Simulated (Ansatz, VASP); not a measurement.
## One calculation of BN, two programs

```xyz
4
Lattice="2.5541 0.0000 0.0000 -1.2770 2.2119 0.0000 0.0000 0.0000 4.2239" Properties=species:S:1:pos:R:3 pbc="T T T"
B     0.0000    1.4746   -0.0013
B     1.2770    0.7373    2.1106
N     0.0000    1.4746    1.5811
N     1.2770    0.7373    3.6930
```

Alike in both runs: task single point; functional PBE; k mesh 9 × 9 × 6; no spin polarisation.

|  | VASP | Ansatz |
| --- | --- | --- |
| version | VASP 6.6.1 | Ansatz 0.2.0 |
| potentials or method | VASP PAW PBE potentials, release 64 (B, N), cutoff 520 eV | scalar-relativistic, plane waves, PAW |
| occupations | gaussian, width 0.01 eV | fixed |
| valence electrons in the cell | 16 | 16 |

VASP gave:

| Property | Result |
| --- | --- |
| gap on the k mesh at the Fermi level (eV) | 5.21 |
| least direct gap on the mesh (eV) | 8.23 |

What did Ansatz give for the same quantities?

gap on the k mesh at the Fermi level (eV): 5.22; least direct gap on the mesh (eV): 8.23.
